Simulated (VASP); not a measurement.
# GaN (I4/mmm) in VASP: settings compared

Aim: see how the results for GaN move with the level of theory and the settings. Levels: PBE, r2SCAN. Tasks: single point.

Program: VASP 6.6.1. These are calculated values, not measurements. Logs are shortened: lines on timing, memory, paths and dates and some standing lists are left out, and cuts for length are marked.

## (1) The cell of the first run

Symmetry: I4/mmm, No. 139, tetragonal system. Conventional cell: a = 2.982 Å, b = 2.982 Å, c = 3.994 Å, α = 90.00°, β = 90.00°, γ = 90.00°. Ga (site symmetry 4/mmm) has 6 N at 2.00 to 2.11 Å within 2.6 Å. Within 2.6 Å of N (site symmetry 4/mmm) lie 6 Ga at 2.00 to 2.11 Å.

## (2) Single point, PBE (uniaxial y strain -5.3%)

File INCAR:

```
SYSTEM = GaN
  PREC = Accurate
  ENCUT = 520
  EDIFF = 1E-6
  ISMEAR = 0
  SIGMA = 0.01
  LREAL = .False.
  LASPH = .True.
  NELM = 80
  ALGO = Normal
  ISIF = 2
  LWAVE = .False.
  LCHARG = .False.
  GGA = PE
  NBANDS = 16
```

File KPOINTS:

```
regular mesh
0
Gamma
  6 6 6
  0 0 0
```

File POSCAR:

```
GaN
1.0
    0.0000000000      1.9969749059      2.1085153689
    2.1085153689      0.0000000000      2.1085153689
    2.1085153689      1.9969749059      0.0000000000
Ga N
1 1
Direct
    0.5000000000      0.5000000000      0.5000000000
    0.0000000000      0.0000000000      0.0000000000
```

Potentials or basis: VASP PAW PBE potentials, release 64 (Ga_d, N).

Launch:

```sh
$ cat potpaw_PBE.64/Ga_d/POTCAR potpaw_PBE.64/N/POTCAR > POTCAR
$ mpirun -np 1 vasp_std > vasp.out
```

OUTCAR:

```text
SYSTEM = GaN
   PREC = Accurate
   ENCUT = 520
   EDIFF = 1E-6
   ISMEAR = 0
   LREAL = .False.
   LASPH = .True.
   NELM = 80
   ISIF = 2
   GGA = PE

 ion  position               nearest neighbor table
   1  0.500  0.500  0.500-   2 2.00   2 2.00   2 2.11   2 2.11   2 2.11   2 2.11
   2  0.000  0.000  0.000-   1 2.00   1 2.00   1 2.11   1 2.11   1 2.11   1 2.11

  LATTYP: Found a body centered tetragonal cell.
 ALAT       =     2.9818910312
 C/A-ratio  =     1.3394016649

  Lattice vectors:

 A1 = (   0.0000000000,  -1.9969749059,   2.1085153689)
 A2 = (   0.0000000000,  -1.9969749059,  -2.1085153689)
 A3 = (   2.1085153689,   1.9969749059,   0.0000000000)

Analysis of symmetry for initial positions (statically):
=====================================================================
 Subroutine PRICEL returns:
 Original cell was already a primitive cell.

 Routine SETGRP: Setting up the symmetry group for a
 body centered tetragonal supercell.

 Subroutine GETGRP returns: Found 16 space group operations
 (whereof 16 operations were pure point group operations)
 out of a pool of 16 trial point group operations.

The static configuration has the point symmetry D_4h.

Analysis of symmetry for dynamics (positions and initial velocities):
=====================================================================
 Subroutine PRICEL returns:
 Original cell was already a primitive cell.

 Routine SETGRP: Setting up the symmetry group for a
 body centered tetragonal supercell.

 Subroutine GETGRP returns: Found 16 space group operations
 (whereof 16 operations were pure point group operations)
 out of a pool of 16 trial point group operations.

The dynamic configuration has the point symmetry D_4h.

 Subroutine INISYM returns: Found 16 space group operations
 (whereof 16 operations are pure point group operations),
 and found     1 'primitive' translations

----------------------------------------------------------------------------------------

                                     Primitive cell

  volume of cell :      17.7565

  direct lattice vectors                    reciprocal lattice vectors
     0.000000000  1.996974906  2.108515369    -0.237133676  0.250378710  0.237133676
     2.108515369  0.000000000  2.108515369     0.237133676 -0.250378710  0.237133676
     2.108515369  1.996974906  0.000000000     0.237133676  0.250378710 -0.237133676

  length of vectors
     2.904091224  2.981891031  2.904091224     0.418514347  0.418514347  0.418514347

  position of ions in fractional coordinates (direct lattice)
[... 75 lines left out ...]
   LSORBIT =      F    spin-orbit coupling
   LASPH  =      T    aspherical Exc in radial PAW
   ENCUT  =  520.0 eV  38.22 Ry    6.18 a.u.   5.40  5.54  5.40*2*pi/ulx,y,z
   NELM   =     80;   NELMIN=  2; NELMDL= -5     # of ELM steps
   EDIFF  = 0.1E-05   stopping-criterion for ELM
   LREAL  =      F    real-space projection
   EDIFFG = 0.1E-04   stopping-criterion for IOM
   NSW    =      0    number of steps for IOM
   IBRION =     -1    ionic relax: 0-MD 1-quasi-New 2-CG
   NFREE  =      0    steps in history (QN), initial steepest desc. (CG)
   ISIF   =      2    stress and relaxation
   ISYM   =      2    0-nonsym 1-usesym 2-fastsym
   POTIM  = 0.5000    time-step for ionic-motion
   TEBEG  =    0.0;   TEEND  =   0.0 temperature during run
   PSTRESS=    0.0 pullay stress
   NELECT =      18.0000    total number of electrons
   NUPDOWN=      -1.0000    fix difference up-down
   EMIN   =  10.00;   EMAX   =-10.00  energy-range for DOS
   EFERMI =   0.00;   METHOD = LEGACY
   ISMEAR =     0;   SIGMA  =   0.01  broadening in eV -4-tet -1-fermi 0-gaus
   EFERMI_NEDOS =   21; number of points for ismear=-14 and -15
   IALGO  =     38    algorithm
   IMIX   =      4    mixing-type and parameters
     AMIX     =   0.40;   BMIX     =  1.00
     AMIX_MAG =   1.60;   BMIX_MAG =  1.00
  volume/ion in A,a.u.               =       8.88        59.91
  Fermi-wavevector in a.u.,A,eV,Ry     =   1.644550  3.107748 36.797542  2.704543
  Thomas-Fermi vector in A             =   2.734496
   LORBIT       =      0    0 simple, 1 ext, 2 COOP (PROOUT), +10 PAW based schemes
   GGA     = PE    functional components
   LHFCALC =     F    Hartree Fock is set to
   AEXX    =    0.0000 exact exchange contribution
   IVDW    =     0    specifies the selected vdW correction
   LEPSILON=     F    determine dielectric tensor
   LRPA    =     F    only Hartree local field effects (RPA)
 non-spin polarized calculation
 Gauss-broadening in eV      SIGMA  =   0.01
  energy-cutoff  :      520.00
  volume of cell :       17.76
 maximum number of plane-waves:       499
 NGX is ok and might be reduce to    24
   NGX = 11   NGY = 11   NGZ = 11

 number of electron      17.9999996 magnetization

 Free energy of the ion-electron system (eV)
  ---------------------------------------------------
  ext. energy  EPLUGINS =         0.00000000
  ---------------------------------------------------
  free energy    TOTEN  =       -11.03955610 eV

  energy without entropy =      -11.03955610  energy(sigma->0) =      -11.03955610

 E-fermi :   8.7810     XC(G=0): -13.4263

 val. band max:        8.7047925510   @ k =  -0.1667   0.1667   0.0000
 cond. band min:       9.3367581447   @ k =   0.5000   0.0000   0.5000
 fundamental gap:      0.6319655938
 Fermi energy:         8.7809570077

 k-point     1 :       0.0000    0.0000    0.0000
  band No.  band energies     occupation
      1      -9.2687      2.00000
      2      -5.3069      2.00000
      3      -5.3069      2.00000
      4      -5.2733      2.00000
      5      -5.2283      2.00000
      6      -5.1392      2.00000
[... 433 lines left out ...]
      3      -5.2076      2.00000
      4      -5.1826      2.00000
      5      -4.9370      2.00000
      6      -2.3550      2.00000
[... 8 lines left out ...]
     15      30.4057      0.00000
     16      38.5872      0.00000

 [... further k-points ...]
[... 5 lines left out ...]
  --------------------------------------------------------------------------------------
  -------------------------------------------------------------------------------------
  Total        2.2358321      4.0224611      2.2358321      0.0000000     -0.0000000      0.0000000
  in kB      201.7407424    362.9495715    201.7407424      0.0000000     -0.0000000      0.0000000
  external PRESSURE =     255.4770188 kB  Pullay stress =       0.0000000 kB

 VOLUME and BASIS-vectors are now :
 -----------------------------------------------------------------------------
  energy-cutoff  :      520.00
  volume of cell :       17.76
      direct lattice vectors                 reciprocal lattice vectors
     0.000000000  1.996974906  2.108515369    -0.237133676  0.250378710  0.237133676
     2.108515369  0.000000000  2.108515369     0.237133676 -0.250378710  0.237133676
     2.108515369  1.996974906  0.000000000     0.237133676  0.250378710 -0.237133676

 POSITION                                       TOTAL-FORCE (eV/Angst)
 -----------------------------------------------------------------------------------
      2.10852      1.99697      2.10852         0.000000      0.000000     -0.000000
      0.00000      0.00000      0.00000        -0.000000     -0.000000      0.000000
 -----------------------------------------------------------------------------------
    total drift:                                0.000000     -0.000000      0.000000

  FREE ENERGIE OF THE ION-ELECTRON SYSTEM (eV)
  ---------------------------------------------------
  free  energy   TOTEN  =       -11.0395560983 eV

  energy  without entropy=      -11.0395560983  energy(sigma->0) =      -11.03955610
```

stdout:

```text
POSCAR found type information on POSCAR GaN
 POSCAR found :  2 types and       2 ions
 scaLAPACK will be used
 LDA part: xc-table for (Slater+PW92), standard interpolation
 POSCAR, INCAR and KPOINTS ok, starting setup
 FFT: planning ... GRIDC
 FFT: planning ... GRID_SOFT
 FFT: planning ... GRID
 WAVECAR not read
 entering main loop
```

It took 6.7 s on 1 thread of AMD EPYC 9R45 (Zen 5), shared host; peak memory 0.11 GiB.

What came out:

```
Free energy            : -11.0396 eV
Pressure               : 25.5 GPa
Band gap on the k mesh : 0.63 eV, indirect (least direct gap 3.40 eV)
```

Caveat: the k points lie up to 0.44 Å⁻¹ apart; the cell differs from its parent crystal (uniaxial y strain -5.3%).

## (3) Single point, PBE (uniaxial y strain -5.3%)

File INCAR:

```
SYSTEM = GaN
ALGO     = Normal         ! electronic algorithm
EDIFF    = 1E-6           ! SCF threshold, eV
ENCUT    = 520            ! plane-wave cutoff, eV
GGA      = PE             ! functional
ISIF     = 2              ! what is computed and relaxed
ISMEAR   = -1             ! smearing method
LASPH    = .TRUE.         ! aspherical terms in the spheres
LCHARG   = .TRUE.         ! write CHGCAR
LELF     = .TRUE.         ! ELF
LREAL    = .FALSE.        ! projectors in reciprocal space
LVHAR    = .TRUE.       
LWAVE    = .FALSE.        ! write WAVECAR
NBANDS   = 16             ! bands
NELM     = 80             ! most SCF steps
PREC     = Accurate       ! precision mode
SIGMA    = 0.02           ! smearing width, eV
```

File KPOINTS:

```
k-points
0
G
  10 10 10
  0 0 0
```

POSCAR is that of step 2.

Potentials or basis: VASP PAW PBE potentials, release 64 (Ga_d, N).

Launch:

```sh
$ cat potpaw_PBE.64/Ga_d/POTCAR potpaw_PBE.64/N/POTCAR > POTCAR
$ mpirun -np 1 vasp_std > vasp.out
```

OUTCAR:

```text
SYSTEM = GaN
   EDIFF = 1E-6
   ENCUT = 520
   GGA = PE
   ISIF = 2
   ISMEAR = -1
   LASPH = .TRUE.
   LREAL = .FALSE.
   NELM = 80
   PREC = Accurate

 ion  position               nearest neighbor table
   1  0.500  0.500  0.500-   2 2.00   2 2.00   2 2.11   2 2.11   2 2.11   2 2.11
   2  0.000  0.000  0.000-   1 2.00   1 2.00   1 2.11   1 2.11   1 2.11   1 2.11

  LATTYP: Found a body centered tetragonal cell.
 ALAT       =     2.9818910312
 C/A-ratio  =     1.3394016649

  Lattice vectors:

 A1 = (   0.0000000000,  -1.9969749059,   2.1085153689)
 A2 = (   0.0000000000,  -1.9969749059,  -2.1085153689)
 A3 = (   2.1085153689,   1.9969749059,   0.0000000000)

Analysis of symmetry for initial positions (statically):
=====================================================================
 Subroutine PRICEL returns:
 Original cell was already a primitive cell.

 Routine SETGRP: Setting up the symmetry group for a
 body centered tetragonal supercell.

 Subroutine GETGRP returns: Found 16 space group operations
 (whereof 16 operations were pure point group operations)
 out of a pool of 16 trial point group operations.

[... 156 lines left out ...]
  ext. energy  EPLUGINS =         0.00000000
  ---------------------------------------------------
  free energy    TOTEN  =       -11.05111475 eV

  energy without entropy =      -11.05111475  energy(sigma->0) =      -11.05111475

 E-fermi :   9.0424     XC(G=0): -13.4275

 val. band max:        8.6971644565   @ k =  -0.2000   0.2000  -0.0000
 cond. band min:       9.3374414004   @ k =   0.5000   0.0000   0.5000
 fundamental gap:      0.6402769439
 Fermi energy:         9.0423995847

 k-point     1 :       0.0000    0.0000    0.0000
  band No.  band energies     occupation
      1      -9.2748      2.00000
      2      -5.3017      2.00000
      3      -5.3017      2.00000
      4      -5.2679      2.00000
      5      -5.2231      2.00000
      6      -5.1343      2.00000
[... 433 lines left out ...]
      3      -5.1396      2.00000
      4      -5.0979      2.00000
      5      -5.0118      2.00000
      6      -4.1570      2.00000
[... 8 lines left out ...]
     15      34.1391      0.00000
     16      35.8220      0.00000

 [... further k-points ...]
[... 5 lines left out ...]
  --------------------------------------------------------------------------------------
  -------------------------------------------------------------------------------------
  Total        2.2463458      4.0490461      2.2463458      0.0000000      0.0000000      0.0000000
  in kB      202.6894066    365.3483531    202.6894066      0.0000000      0.0000000      0.0000000
  external PRESSURE =     256.9090554 kB  Pullay stress =       0.0000000 kB

 VOLUME and BASIS-vectors are now :
 -----------------------------------------------------------------------------
  energy-cutoff  :      520.00
  volume of cell :       17.76
      direct lattice vectors                 reciprocal lattice vectors
     0.000000000  1.996974906  2.108515369    -0.237133676  0.250378710  0.237133676
     2.108515369  0.000000000  2.108515369     0.237133676 -0.250378710  0.237133676
     2.108515369  1.996974906  0.000000000     0.237133676  0.250378710 -0.237133676

 POSITION                                       TOTAL-FORCE (eV/Angst)
 -----------------------------------------------------------------------------------
      2.10852      1.99697      2.10852         0.000000      0.000000     -0.000000
      0.00000      0.00000      0.00000        -0.000000     -0.000000      0.000000
 -----------------------------------------------------------------------------------
    total drift:                                0.000000     -0.000000      0.000000

  FREE ENERGIE OF THE ION-ELECTRON SYSTEM (eV)
  ---------------------------------------------------
  free  energy   TOTEN  =       -11.0511147495 eV

  energy  without entropy=      -11.0511147490  energy(sigma->0) =      -11.05111475
```

OSZICAR:

```text
N       E                     dE             d eps       ncg     rms          rms(c)
DAV:   1     0.745794887013E+02    0.74579E+02   -0.88670E+03  3632   0.218E+03
DAV:   2    -0.855696551376E+01   -0.83136E+02   -0.77524E+02  3816   0.329E+02
DAV:   3    -0.129337534708E+02   -0.43768E+01   -0.43609E+01  3704   0.631E+01
DAV:   4    -0.129714252088E+02   -0.37672E-01   -0.37668E-01  4136   0.610E+00
DAV:   5    -0.129717923491E+02   -0.36714E-03   -0.36714E-03  3872   0.565E-01    0.759E+00
DAV:   6    -0.110735573189E+02    0.18982E+01   -0.42603E+00  4728   0.424E+01    0.242E+00
DAV:   7    -0.110658383078E+02    0.77190E-02   -0.26775E-01  3848   0.527E+00    0.160E+00
DAV:   8    -0.110528491831E+02    0.12989E-01   -0.26934E-02  3904   0.245E+00    0.459E-01
DAV:   9    -0.110511478384E+02    0.17013E-02   -0.67189E-03  4104   0.224E+00    0.106E-01
DAV:  10    -0.110511104214E+02    0.37417E-04   -0.51844E-04  4024   0.300E-01    0.122E-02
DAV:  11    -0.110511126952E+02   -0.22738E-05   -0.36437E-05  3880   0.638E-02    0.131E-02
DAV:  12    -0.110511147498E+02   -0.20547E-05   -0.19846E-06  4048   0.298E-02    0.223E-03
DAV:  13    -0.110511147495E+02    0.30514E-09   -0.26232E-07  2192   0.525E-03
   1 F= -.11051115E+02 E0= -.11051115E+02  d E =-.536163E-09
```

Wall time 19 s (1 thread of AMD EPYC 9R45 (Zen 5), shared host); peak memory 0.13 GiB.

Results:

```
Free energy            : -11.0511 eV
Pressure               : 25.7 GPa
Band gap on the k mesh : 0.64 eV, indirect (least direct gap 3.41 eV)
```

Caveat: the cell differs from its parent crystal (uniaxial y strain -5.3%). A k mesh can miss the band edges.

## (4) Single point, r2SCAN (uniaxial y strain -5.3%)

POSCAR is that of step 3.

File INCAR.step1:

```
PREC     = Accurate       # precision mode
ENCUT    = 520            # plane-wave cutoff, eV
ISMEAR   = 0              # smearing method
SIGMA    = 0.01           # smearing width, eV
LREAL    = F              # projectors in reciprocal space
LASPH    = T              # aspherical terms in the spheres
NELM     = 60             # most SCF steps
NBANDS   = 16             # bands
GGA      = PE             # functional
ALGO     = Normal         # electronic algorithm
EDIFF    = 1E-4           # SCF threshold, eV
LWAVE    = T              # write WAVECAR
LCHARG   = F              # write CHGCAR
```

File INCAR.step2:

```
PREC     = Accurate       # precision mode
ENCUT    = 520            # plane-wave cutoff, eV
EDIFF    = 1E-7           # SCF threshold, eV
ISMEAR   = 0              # smearing method
SIGMA    = 0.01           # smearing width, eV
LREAL    = F              # projectors in reciprocal space
LASPH    = T              # aspherical terms in the spheres
NELM     = 60             # most SCF steps
ALGO     = Normal         # electronic algorithm
ISIF     = 2              # what is computed and relaxed
LWAVE    = F              # write WAVECAR
LCHARG   = F              # write CHGCAR
METAGGA  = R2SCAN         # meta-GGA
LMIXTAU  = T            
NBANDS   = 16             # bands
ISTART   = 1
```

File KPOINTS:

```
Automatic mesh
0
Gamma
  10 10 10
```

Potentials or basis: VASP PAW PBE potentials, release 64 (Ga_d, N).

Launch:

```sh
$ cat potpaw_PBE.64/Ga_d/POTCAR potpaw_PBE.64/N/POTCAR > POTCAR
$ cp INCAR.step1 INCAR
$ mpirun -np 1 vasp_std > vasp.out
$ cp INCAR.step2 INCAR
$ mpirun -np 1 vasp_std > vasp.out
```

OUTCAR:

```text
PREC = Accurate
   ENCUT = 520
   EDIFF = 1E-7
   ISMEAR = 0
   LREAL = F
   LASPH = T
   NELM = 60
   ISIF = 2
   METAGGA = R2SCAN
   ISTART = 1

 ion  position               nearest neighbor table
   1  0.500  0.500  0.500-   2 2.00   2 2.00   2 2.11   2 2.11   2 2.11   2 2.11
   2  0.000  0.000  0.000-   1 2.00   1 2.00   1 2.11   1 2.11   1 2.11   1 2.11

  LATTYP: Found a body centered tetragonal cell.
 ALAT       =     2.9818910312
 C/A-ratio  =     1.3394016649

  Lattice vectors:
[... 193 lines left out ...]
      5      -5.8736      2.00000
      6      -5.7882      2.00000
[... 433 lines left out ...]
      3      -5.7912      2.00000
      4      -5.7268      2.00000
      5      -5.6444      2.00000
      6      -4.8537      2.00000
[... 8 lines left out ...]
     15      34.9864      0.00000
     16      36.8094      0.00000

 [... further k-points ...]
[... 5 lines left out ...]
  --------------------------------------------------------------------------------------
  -------------------------------------------------------------------------------------
  Total        1.3912429      3.1976102      1.3912429      0.0000000     -0.0000000      0.0000000
  in kB      125.5328565    288.5226823    125.5328565      0.0000000     -0.0000000      0.0000000
  external PRESSURE =     179.8627985 kB  Pullay stress =       0.0000000 kB

 VOLUME and BASIS-vectors are now :
 -----------------------------------------------------------------------------
  energy-cutoff  :      520.00
  volume of cell :       17.76
      direct lattice vectors                 reciprocal lattice vectors
     0.000000000  1.996974906  2.108515369    -0.237133676  0.250378710  0.237133676
     2.108515369  0.000000000  2.108515369     0.237133676 -0.250378710  0.237133676
     2.108515369  1.996974906  0.000000000     0.237133676  0.250378710 -0.237133676

 POSITION                                       TOTAL-FORCE (eV/Angst)
 -----------------------------------------------------------------------------------
      2.10852      1.99697      2.10852        -0.000000     -0.000000      0.000000
      0.00000      0.00000      0.00000         0.000000      0.000000     -0.000000
 -----------------------------------------------------------------------------------
    total drift:                                0.000000     -0.000000      0.000000

  FREE ENERGIE OF THE ION-ELECTRON SYSTEM (eV)
  ---------------------------------------------------
  free  energy   TOTEN  =       -20.8898834819 eV

  energy  without entropy=      -20.8898834819  energy(sigma->0) =      -20.88988348
```

Run time: 1.7 min. Hardware: 1 thread of AMD EPYC 9R45 (Zen 5), shared host; peak memory 0.14 GiB.

What came out:

| Item | Value |
| --- | --- |
| Free energy | -20.8899 eV |
| Pressure | 18.0 GPa |
| Band gap on the k mesh | 1.18 eV, indirect (least direct gap 4.01 eV) |

Caveat: the cell differs from its parent crystal (uniaxial y strain -5.3%); the PAW data sets were made with another functional, which shifts forces and pressure a little.

## (5) The runs side by side

| level | k mesh | smearing | gap on the mesh (eV) | pressure (GPa) |
| --- | --- | --- | --- | --- |
| PBE | 6 × 6 × 6 | gaussian 0.01 eV | 0.63 | 25.5 |
| PBE | 10 × 10 × 10 | fermi-dirac 0.02 eV | 0.64 | 25.7 |
| r2SCAN | 10 × 10 × 10 | gaussian 0.01 eV | 1.18 | 18.0 |

Alike in all rows: task single point; potentials or basis VASP PAW PBE potentials, release 64 (Ga_d, N); no spin polarisation; cell as given; cutoff (eV) 520.

Caveats: some runs use coarse meshes; the PAW data sets were made with another functional, which shifts forces and pressure a little (some runs).

Absolute energies hang on the potentials; compare differences alone.
